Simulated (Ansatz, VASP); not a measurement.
## Si2Bi2Te in VASP and in Ansatz

```
CELL_PARAMETERS angstrom
-3.07231 3.07231 3.95866
3.07231 -3.07231 3.95866
3.07231 3.07231 -3.95866
ATOMIC_POSITIONS crystal
Si 0.85611 0.85611 0.00000
Si 0.14389 0.14389 0.00000
Bi 0.50000 0.00000 0.50000
Bi 0.00000 0.50000 0.50000
Te 0.50000 0.50000 0.00000
```

Alike in both runs: functional PBE; k mesh 10 × 10 × 10; occupations gaussian, width 0.1 eV; no spin polarisation.

Ansatz relaxed the structure, and its values are those at the end. VASP's run is a single point on that final structure, the one shown.

```csv
,VASP,Ansatz
version,VASP 6.6.1,Ansatz 0.2.0
potentials or method,"VASP PAW PBE potentials, release 64 (Si, Bi_d, Te), cutoff 520 eV","scalar-relativistic, plane waves, PAW"
valence electrons in the cell,44,54
```

|  | VASP | Ansatz | Ansatz less VASP |
| --- | --- | --- | --- |
| gap on the k mesh at the Fermi level (eV) | none | none | - |
| pressure (GPa) | 0.0 | 0.0 | +0.04 |

A gap of «none» marks a metal or a gap that the smearing closes. VASP's potentials hold 44 valence electrons a cell and Ansatz's 54, so a difference there can come from the potentials and not from the codes.

Spin-orbit coupling is off throughout.
